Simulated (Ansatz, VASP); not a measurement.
**Two plane-wave programs on Pd**

Contents of INCAR:

```
SYSTEM = Pd
PREC = Accurate ; ENCUT = 500
EDIFF = 1E-6 ; ISMEAR = -1
SIGMA = 0.1 ; LREAL = .FALSE.
LASPH = .TRUE. ; NELM = 120
ALGO = Normal ; ISIF = 2
LWAVE = .FALSE. ; LCHARG = .FALSE.
GGA = RP ; NBANDS = 17
GGA_COMPAT = .FALSE.
```

The input KPOINTS:

```
regular mesh
0
G
  15 15 8
  0 0 0
```

Contents of POSCAR:

```
Pd
1.0
    2.8040872761      0.0000000000      0.0000000000
   -1.4020436380      2.4284108155      0.0000000000
    0.0000000000      0.0000000000      4.6674471392
Pd
2
Direct
    0.3333333333      0.6666666667      0.2500000000
    0.6666666667      0.3333333333      0.7500000000
```

Input for Ansatz:

```yaml
crystal:
  lattice:
    - [2.8040872761, 0.0, 0.0]
    - [-1.402043638, 2.4284108155, 0.0]
    - [0.0, 0.0, 4.6674471392]
  atoms:
    - { symbol: Pd, position: [0.3333333333, 0.6666666667, 0.25] }
    - { symbol: Pd, position: [0.6666666667, 0.3333333333, 0.75] }
hamiltonian:
  xc: rpbe
  pseudopotentials:
    kind: paw
    azcp:
      Pd: "pseudopotentials/Pd.paw.azcp"
basis:
  ecutwfc: 420
  fft_grid_basis: typed
kpoints:
  mp_grid: { grid: [15, 15, 8], shift: [0, 0, 0] }
magnetization:
  spin_polarized: false
scf:
  occupations: { method: fermi_dirac, width: 0.1 }
  lower_state_search: "off"
output:
  stress: true
```

Alike in both runs: task single point; functional RPBE; k mesh 15 × 15 × 8; occupations fermi-dirac, width 0.1 eV; no spin polarisation.

```csv
,VASP,Ansatz
version,VASP 6.6.1,Ansatz 0.2.0
potentials or method,"VASP PAW PBE potentials, release 64 (Pd), cutoff 500 eV","plane waves (420 eV) with PAW, scalar-relativistic"
valence electrons in the cell,20,36
```

VASP gave:

| Quantity | Value |
| --- | --- |
| pressure (GPa) | -0.3 |
| traceless stress, the component that is largest in VASP (GPa) | -0.16 |

Question: Estimate Ansatz's values.

Answer: Pressure (GPa): -0.1; traceless stress, the component that is largest in VASP (GPa): -0.12.

VASP's potentials were made for PBE, not for RPBE. With one functional, cell and mesh, what is left measures potentials, basis and numerics. VASP's potentials hold 20 valence electrons a cell and Ansatz's 36, so a difference there can come from the potentials and not from the codes.
